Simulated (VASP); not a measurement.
A run of VASP 6.6.1 is set up as follows.

File INCAR:

```
SYSTEM = C
  PREC = Accurate
  ENCUT = 520
  EDIFF = 1E-7
  ISMEAR = 0
  SIGMA = 0.03
  LREAL = .False.
  LASPH = .True.
  NELM = 60
  ALGO = Normal
  ISIF = 2
  LWAVE = .False.
  LCHARG = .False.
  GGA = PS
  IVDW = 12
  NBANDS = 11
```

Contents of KPOINTS:

```
regular mesh
0
Gamma
  16 16 16
  0 0 0
```

File POSCAR:

```
C
1.0
    0.0000000000      2.1832941913      3.4107750586
    1.2613597963      0.0000000000      3.4107750586
    1.2613597963      2.1832941913      0.0000000000
C
2
Direct
    0.1902029221      0.8097970779      0.1902029221
    0.8097970779      0.1902029221      0.8097970779
```

Potentials or basis: VASP PAW PBE potentials, release 64 (C).

Command:

```bash
$ cat potpaw_PBE.64/C/POTCAR > POTCAR
$ mpirun -np 1 vasp_std > vasp.out
```

Task: Estimate the largest force.

Result: 6.794 eV/Å.

Task: Estimate the band gap on the k mesh.

Result: Zero (bands 4 and 5 overlap by 0.33 eV).

Task: Estimate the pressure.

Result: -7.0 GPa.

Stress tensor (GPa, compression positive):
```
 -0.66   0.00   0.00
  0.00 -19.66   0.00
  0.00   0.00  -0.73
```

Caveat: the cell differs from its parent crystal (atoms shifted along a free coordinate); the cell stands under tension; the PAW data sets were made with another functional, which shifts forces and pressure a little.
